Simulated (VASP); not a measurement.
# Co (P6_3/mmc) in VASP: further runs

Co is run at these levels: PBEsol; tasks: single point.

All numbers are computed with VASP 6.6.1; they aren't measurements. Logs are shortened: lines on timing, memory, paths and dates and some standing lists are left out, and cuts for length are marked.

## Step 1: The cell of the first run

It takes space group P6_3/mmc (No. 194, hexagonal). The conventional cell has a = 2.415 Å, b = 2.415 Å, c = 3.835 Å, α = 90.00°, β = 90.00°, γ = 120.00°. Within 3.1 Å of Co (site symmetry -6m2) lie 12 Co at 2.37 to 2.41 Å.

## Step 2: Single point, PBEsol, collinear spin, ferromagnetic start

Contents of INCAR:

```
SYSTEM = Co
  PREC = Accurate
  ENCUT = 520
  EDIFF = 1E-6
  ISMEAR = 0
  SIGMA = 0.15
  LREAL = .FALSE.
  LASPH = .TRUE.
  NELM = 150
  ALGO = Normal
  ISIF = 2
  LWAVE = .FALSE.
  LCHARG = .TRUE.
  ISPIN = 2
  MAGMOM = 1.79 1.79
  LORBIT = 11
  LMAXMIX = 4
  GGA = PS
  LELF = .TRUE.
  LVHAR = .TRUE.
  NBANDS = 20
```

Contents of KPOINTS:

```
regular mesh
0
G
  21 21 12
  0 0 0
```

Contents of POSCAR:

```
Co
1.0
    2.4146000000      0.0000000000      0.0000000000
   -1.2073000000      2.0911049400      0.0000000000
    0.0000000000      0.0000000000      3.8351000000
Co
2
Direct
    0.3333333333      0.6666666667      0.2500000000
    0.6666666667      0.3333333333      0.7500000000
```

Potentials or basis: VASP PAW PBE potentials, release 64 (Co).

The run is started by

```console
> cat potpaw_PBE.64/Co/POTCAR > POTCAR
> mpirun -np 1 vasp_std > vasp.out
```

OUTCAR:

```text
SYSTEM = Co
   PREC = Accurate
   ENCUT = 520
   EDIFF = 1E-6
   ISMEAR = 0
   LREAL = .FALSE.
   LASPH = .TRUE.
   NELM = 150
   ISIF = 2
   ISPIN = 2
   LORBIT = 11
   GGA = PS

 ion  position               nearest neighbor table
   1  0.333  0.667  0.250-   2 2.37   2 2.37   2 2.37   2 2.37   2 2.37   2 2.37
   2  0.667  0.333  0.750-   1 2.37   1 2.37   1 2.37   1 2.37   1 2.37   1 2.37

  LATTYP: Found a hexagonal cell.
 ALAT       =     2.4146000000
 C/A-ratio  =     1.5882961981

  Lattice vectors:

 A1 = (   2.4146000000,   0.0000000000,   0.0000000000)
 A2 = (  -1.2073000000,   2.0911049400,   0.0000000000)
 A3 = (   0.0000000000,   0.0000000000,   3.8351000000)

Analysis of symmetry for initial positions (statically):
=====================================================================
 Subroutine PRICEL returns:
 Original cell was already a primitive cell.

 Routine SETGRP: Setting up the symmetry group for a
 hexagonal supercell.

 Subroutine GETGRP returns: Found 24 space group operations
 (whereof 12 operations were pure point group operations)
 out of a pool of 24 trial point group operations.

The static configuration has the point symmetry D_3d.
 The point group associated with its full space group is D_6h.

Analysis of symmetry for dynamics (positions and initial velocities):
=====================================================================
 Subroutine PRICEL returns:
 Original cell was already a primitive cell.

 Routine SETGRP: Setting up the symmetry group for a
 hexagonal supercell.

 Subroutine GETGRP returns: Found 24 space group operations
 (whereof 12 operations were pure point group operations)
 out of a pool of 24 trial point group operations.

The dynamic configuration has the point symmetry D_3d.
 The point group associated with its full space group is D_6h.

Analysis of structural, dynamic, and magnetic symmetry:
=====================================================================
 Subroutine PRICEL returns:
 Original cell was already a primitive cell.

 Routine SETGRP: Setting up the symmetry group for a
 hexagonal supercell.

 Subroutine GETGRP returns: Found 24 space group operations
 (whereof 12 operations were pure point group operations)
 out of a pool of 24 trial point group operations.

The overall configuration has the point symmetry D_3d.
 The point group associated with its full space group is D_6h.

 Subroutine INISYM returns: Found 24 space group operations
 (whereof 12 operations are pure point group operations),
 and found     1 'primitive' translations

----------------------------------------------------------------------------------------
[... 113 lines left out ...]
     AMIX_MAG =   1.60;   BMIX_MAG =  1.00
  volume/ion in A,a.u.               =       9.68        65.34
  Fermi-wavevector in a.u.,A,eV,Ry     =   1.597717  3.019247 34.731571  2.552698
  Thomas-Fermi vector in A             =   2.695279
   LORBIT       =     11    0 simple, 1 ext, 2 COOP (PROOUT), +10 PAW based schemes
   GGA     = PS    functional components
   LHFCALC =     F    Hartree Fock is set to
   AEXX    =    0.0000 exact exchange contribution
   IVDW    =     0    specifies the selected vdW correction
   LEPSILON=     F    determine dielectric tensor
   LRPA    =     F    only Hartree local field effects (RPA)
 spin polarized calculation
 Gauss-broadening in eV      SIGMA  =   0.15
  energy-cutoff  :      520.00
  volume of cell :       19.36
 maximum number of plane-waves:       539
 NGX is ok and might be reduce to    18
   NGX =  9   NGY =  9   NGZ = 15

 number of electron      18.0000013 magnetization       3.0168709

 Free energy of the ion-electron system (eV)
  ---------------------------------------------------
  ext. energy  EPLUGINS =         0.00000000
  ---------------------------------------------------
  free energy    TOTEN  =       -15.40781729 eV

  energy without entropy =      -15.39089501  energy(sigma->0) =      -15.39935615

 E-fermi :  11.7568     XC(G=0): -14.2656

 val. band max:       11.7521496488   @ k =   0.3333   0.0000   0.4167
 cond. band min:      11.7583652189   @ k =   0.1905   0.0476   0.1667
 fundamental gap:      0.0062155701
 Fermi energy:        11.7567940475

 spin component 1

 k-point     1 :       0.0000    0.0000    0.0000
  band No.  band energies     occupation
      1       2.1179      1.00000
      2       6.0746      1.00000
      3       9.0352      1.00000
      4       9.0352      1.00000
      5       9.1256      1.00000
      6       9.4419      1.00000
[... 541 lines left out ...]
     19      38.5204      0.00000
     20      40.1100      0.00000

 [... further k-points ...]

 spin component 2

 k-point     1 :       0.0000    0.0000    0.0000
  band No.  band energies     occupation
      1       2.1970      1.00000
      2       6.9911      1.00000
      3      10.5523      1.00000
      4      10.5523      1.00000
      5      10.6647      1.00000
      6      11.0163      1.00000
[... 541 lines left out ...]
     19      38.7786      0.00000
     20      40.5878      0.00000

 [... further k-points ...]
[... 5 lines left out ...]
  --------------------------------------------------------------------------------------
  -------------------------------------------------------------------------------------
  Total        1.9660260      1.9660260      2.7925880     -0.0000000      0.0000000      0.0000000
  in kB      162.6679967    162.6679967    231.0573202     -0.0000000      0.0000000      0.0000000
  external PRESSURE =     185.4644379 kB  Pullay stress =       0.0000000 kB

 VOLUME and BASIS-vectors are now :
 -----------------------------------------------------------------------------
  energy-cutoff  :      520.00
  volume of cell :       19.36
      direct lattice vectors                 reciprocal lattice vectors
     2.414600000  0.000000000  0.000000000     0.414147271  0.239108038  0.000000000
    -1.207300000  2.091104940  0.000000000     0.000000000  0.478216077  0.000000000
     0.000000000  0.000000000  3.835100000     0.000000000  0.000000000  0.260749394

 POSITION                                       TOTAL-FORCE (eV/Angst)
 -----------------------------------------------------------------------------------
     -0.00000      1.39407      0.95878         0.000000     -0.000000      0.000000
      1.20730      0.69703      2.87633        -0.000000      0.000000      0.000000
 -----------------------------------------------------------------------------------
    total drift:                               -0.000000      0.000000     -0.000000

  FREE ENERGIE OF THE ION-ELECTRON SYSTEM (eV)
  ---------------------------------------------------
  free  energy   TOTEN  =       -15.4078172870 eV

  energy  without entropy=      -15.3908950112  energy(sigma->0) =      -15.39935615

 total charge

# of ion       s       p       d       tot
------------------------------------------
    1        0.540   0.633   7.349   8.521
    2        0.540   0.633   7.349   8.521
--------------------------------------------------
tot          1.080   1.265  14.698  17.043

 magnetization (x)

# of ion       s       p       d       tot
------------------------------------------
    1       -0.016  -0.052   1.572   1.504
    2       -0.016  -0.052   1.572   1.504
--------------------------------------------------
tot         -0.032  -0.105   3.144   3.007
```

OSZICAR:

```text
N       E                     dE             d eps       ncg     rms          rms(c)
DAV:   1     0.827974603202E+02    0.82797E+02   -0.78882E+03 28852   0.123E+03
DAV:   2    -0.131851163863E+02   -0.95983E+02   -0.86256E+02 27312   0.220E+02
DAV:   3    -0.177752346554E+02   -0.45901E+01   -0.44042E+01 30304   0.572E+01
DAV:   4    -0.178437345138E+02   -0.68500E-01   -0.68443E-01 32948   0.618E+00
DAV:   5    -0.178457432390E+02   -0.20087E-02   -0.20086E-02 31288   0.102E+00    0.179E+01
DAV:   6    -0.157329706184E+02    0.21128E+01   -0.68153E+00 30784   0.566E+01    0.638E+00
DAV:   7    -0.154525718353E+02    0.28040E+00   -0.94160E-01 32976   0.186E+01    0.409E+00
DAV:   8    -0.154244496113E+02    0.28122E-01   -0.14845E-02 37708   0.120E+00    0.210E+00
DAV:   9    -0.154074778502E+02    0.16972E-01   -0.19967E-03 47640   0.765E-01    0.595E-01
DAV:  10    -0.154078341815E+02   -0.35633E-03   -0.40700E-04 38320   0.287E-01    0.262E-01
DAV:  11    -0.154078182498E+02    0.15932E-04   -0.79505E-05 40608   0.146E-01    0.341E-02
DAV:  12    -0.154078172870E+02    0.96283E-06   -0.87216E-06 29952   0.250E-02
   1 F= -.15407817E+02 E0= -.15399356E+02  d E =-.169223E-01  mag=     3.0160
```

stdout:

```text
POSCAR found type information on POSCAR Co
 POSCAR found :  1 types and       2 ions
 scaLAPACK will be used
 -----------------------------------------------------------------------------
|                                                                             |
|                                                                             |
|     You enforced a specific xc type in the INCAR file but a different       |
|     I HOPE YOU KNOW WHAT YOU ARE DOING!                                     |
|                                                                             |
 -----------------------------------------------------------------------------

 LDA part: xc-table for (Slater+PW92), standard interpolation
 POSCAR, INCAR and KPOINTS ok, starting setup
 FFT: planning ... GRIDC
 FFT: planning ... GRID_SOFT
 FFT: planning ... GRID
 WAVECAR not read
 entering main loop
```

It took 95 s on 1 thread of AMD EPYC 9R45 (Zen 5), shared host; peak memory 0.25 GiB.

What came out:

```
Free energy                                           : -15.4078 eV
Pressure                                              : 18.5 GPa
Net moment                                            : 3.02 μB per cell
Site moments                                          : Co +1.50 μB
Valence electrons inside the program's atomic spheres : Co 8.52
```

Caveat: the stress differs along the axes, from 16 to 23 GPa; the PAW data sets were made with another functional, which shifts forces and pressure a little.

## Step 3: Single point, PBEsol, collinear spin, ferromagnetic start

This run uses another cell than the first one, of 10.56 Å³/atom.

Contents of INCAR:

```
PREC = Accurate
ENCUT = 520
EDIFF = 1E-7
ISMEAR = 0
SIGMA = 0.15
LREAL = False
LASPH = True
NELM = 150
ALGO = Fast
ISIF = 2
LWAVE = False
LCHARG = False
ISPIN = 2
MAGMOM = 1.79 1.79
LORBIT = 11
LMAXMIX = 4
GGA = PS
NBANDS = 20
```

Contents of KPOINTS:

```
regular mesh
0
Gamma
  21 21 12
```

Contents of POSCAR:

```
Co
1.0
    2.4310000000      0.0000000000      0.0000000000
   -1.2155000000      2.1053077566      0.0000000000
    0.0000000000      0.0000000000      4.1260000000
Co
2
Direct
    0.3333333333      0.6666666667      0.2500000000
    0.6666666667      0.3333333333      0.7500000000
```

Potentials or basis: VASP PAW PBE potentials, release 64 (Co).

The run is started by

```console
> cat potpaw_PBE.64/Co/POTCAR > POTCAR
> mpirun -np 1 vasp_std > vasp.out
```

OUTCAR:

```text
PREC = Accurate
   ENCUT = 520
   EDIFF = 1E-7
   ISMEAR = 0
   LREAL = False
   LASPH = True
   NELM = 150
   ISIF = 2
   ISPIN = 2
   LORBIT = 11
   GGA = PS

 ion  position               nearest neighbor table
   1  0.333  0.667  0.250-   2 2.50   2 2.50   2 2.50   2 2.50   2 2.50   2 2.50
   2  0.667  0.333  0.750-   1 2.50   1 2.50   1 2.50   1 2.50   1 2.50   1 2.50

  LATTYP: Found a hexagonal cell.
 ALAT       =     2.4310000000
 C/A-ratio  =     1.6972439325

  Lattice vectors:

 A1 = (   2.4310000000,   0.0000000000,   0.0000000000)
 A2 = (  -1.2155000000,   2.1053077566,   0.0000000000)
 A3 = (   0.0000000000,   0.0000000000,   4.1260000000)

Analysis of symmetry for initial positions (statically):
=====================================================================
 Subroutine PRICEL returns:
 Original cell was already a primitive cell.

 Routine SETGRP: Setting up the symmetry group for a
 hexagonal supercell.

 Subroutine GETGRP returns: Found 24 space group operations
 (whereof 12 operations were pure point group operations)
 out of a pool of 24 trial point group operations.

The static configuration has the point symmetry D_3d.
 The point group associated with its full space group is D_6h.

Analysis of symmetry for dynamics (positions and initial velocities):
=====================================================================
 Subroutine PRICEL returns:
 Original cell was already a primitive cell.

 Routine SETGRP: Setting up the symmetry group for a
 hexagonal supercell.

 Subroutine GETGRP returns: Found 24 space group operations
 (whereof 12 operations were pure point group operations)
 out of a pool of 24 trial point group operations.

The dynamic configuration has the point symmetry D_3d.
 The point group associated with its full space group is D_6h.

Analysis of structural, dynamic, and magnetic symmetry:
=====================================================================
 Subroutine PRICEL returns:
 Original cell was already a primitive cell.

[... 145 lines left out ...]
 NGX is ok and might be reduce to    18
   NGX =  9   NGY =  9   NGZ = 15

 number of electron      18.0000002 magnetization       3.1768441

 Free energy of the ion-electron system (eV)
  ---------------------------------------------------
  ext. energy  EPLUGINS =         0.00000000
  ---------------------------------------------------
  free energy    TOTEN  =       -15.44284519 eV

  energy without entropy =      -15.42204791  energy(sigma->0) =      -15.43244655

 E-fermi :  10.4862     XC(G=0): -13.7396

 val. band max:       10.4855068348   @ k =   0.4286   0.0000   0.5000
 cond. band min:      10.4869272540   @ k =   0.3810   0.0476   0.3333
 fundamental gap:      0.0014204192
 Fermi energy:        10.4862320111

 spin component 1

 k-point     1 :       0.0000    0.0000    0.0000
  band No.  band energies     occupation
      1       1.3247      1.00000
      2       5.1281      1.00000
      3       7.5837      1.00000
      4       7.8832      1.00000
      5       7.8832      1.00000
      6       8.1570      1.00000
[... 541 lines left out ...]
     19      36.2396      0.00000
     20      37.4089      0.00000

 [... further k-points ...]

 spin component 2

 k-point     1 :       0.0000    0.0000    0.0000
  band No.  band energies     occupation
      1       1.3949      1.00000
      2       6.0253      1.00000
      3       9.1243      1.00000
      4       9.4627      1.00000
      5       9.4627      1.00000
      6       9.7799      1.00000
[... 541 lines left out ...]
     19      36.5369      0.00000
     20      37.8214      0.00000

 [... further k-points ...]
[... 5 lines left out ...]
  --------------------------------------------------------------------------------------
  -------------------------------------------------------------------------------------
  Total        0.0937554      0.0937554     -1.8907797      0.0000000      0.0000000      0.0000000
  in kB        7.1133964      7.1133964   -143.4570017      0.0000000      0.0000000      0.0000000
  external PRESSURE =     -43.0767363 kB  Pullay stress =       0.0000000 kB

 VOLUME and BASIS-vectors are now :
 -----------------------------------------------------------------------------
  energy-cutoff  :      520.00
  volume of cell :       21.12
      direct lattice vectors                 reciprocal lattice vectors
     2.431000000  0.000000000  0.000000000     0.411353353  0.237494969  0.000000000
    -1.215500000  2.105307757  0.000000000     0.000000000  0.474989938  0.000000000
     0.000000000  0.000000000  4.126000000     0.000000000  0.000000000  0.242365487

 POSITION                                       TOTAL-FORCE (eV/Angst)
 -----------------------------------------------------------------------------------
     -0.00000      1.40354      1.03150         0.000000      0.000000      0.000000
      1.21550      0.70177      3.09450        -0.000000     -0.000000      0.000000
 -----------------------------------------------------------------------------------
    total drift:                               -0.000000      0.000000     -0.000000

  FREE ENERGIE OF THE ION-ELECTRON SYSTEM (eV)
  ---------------------------------------------------
  free  energy   TOTEN  =       -15.4428451937 eV

  energy  without entropy=      -15.4220479074  energy(sigma->0) =      -15.43244655

 total charge

# of ion       s       p       d       tot
------------------------------------------
    1        0.501   0.550   7.276   8.327
    2        0.501   0.550   7.276   8.327
--------------------------------------------------
tot          1.003   1.099  14.553  16.655

 magnetization (x)

# of ion       s       p       d       tot
------------------------------------------
    1       -0.014  -0.050   1.662   1.598
    2       -0.014  -0.050   1.662   1.598
--------------------------------------------------
tot         -0.028  -0.099   3.323   3.195
```

OSZICAR:

```text
N       E                     dE             d eps       ncg     rms          rms(c)
DAV:   1     0.831577947572E+02    0.83158E+02   -0.78800E+03 28420   0.119E+03
DAV:   2    -0.133679611786E+02   -0.96526E+02   -0.86773E+02 27208   0.217E+02
DAV:   3    -0.178985259808E+02   -0.45306E+01   -0.43284E+01 30456   0.564E+01
DAV:   4    -0.179673884473E+02   -0.68862E-01   -0.68808E-01 32948   0.615E+00
DAV:   5    -0.179693746025E+02   -0.19862E-02   -0.19860E-02 31372   0.993E-01    0.162E+01
RMM:   6    -0.159061026939E+02    0.20633E+01   -0.80414E+00 32087   0.304E+01    0.784E+00
RMM:   7    -0.154965695716E+02    0.40953E+00   -0.87275E-01 31832   0.106E+01    0.437E+00
RMM:   8    -0.154589723486E+02    0.37597E-01   -0.27560E-02 37537   0.997E-01    0.179E+00
RMM:   9    -0.154435756897E+02    0.15397E-01   -0.84021E-03 39555   0.465E-01    0.530E-01
RMM:  10    -0.154429170040E+02    0.65869E-03   -0.15564E-03 37070   0.353E-01    0.130E-01
RMM:  11    -0.154428608985E+02    0.56106E-04   -0.60857E-04 43173   0.120E-01    0.602E-02
RMM:  12    -0.154428514524E+02    0.94461E-05   -0.50734E-05 38964   0.473E-02    0.413E-02
RMM:  13    -0.154428480167E+02    0.34356E-05   -0.18926E-05 40481   0.380E-02    0.121E-02
RMM:  14    -0.154428451720E+02    0.28447E-05   -0.52351E-06 38791   0.172E-02    0.332E-03
RMM:  15    -0.154428451455E+02    0.26448E-07   -0.17383E-06 41200   0.627E-03    0.130E-03
RMM:  16    -0.154428451937E+02   -0.48200E-07   -0.13372E-07 23545   0.236E-03
   1 F= -.15442845E+02 E0= -.15432447E+02  d E =-.207973E-01  mag=     3.1768
```

Wall time 2.9 min (1 thread of Intel Xeon Platinum 8488C (Sapphire Rapids), shared host); peak memory 0.3 GiB.

Results:

| Property | Result |
| --- | --- |
| Free energy | -15.4428 eV |
| Pressure | -4.3 GPa |
| Net moment | 3.18 μB per cell |
| Site moments | Co +1.60 μB |
| Valence electrons inside the program's atomic spheres | Co 8.33 |

Caveat: the stress differs along the axes, from -14 to 1 GPa; the PAW data sets were made with another functional, which shifts forces and pressure a little.

(Continued in part 2 of 2.)
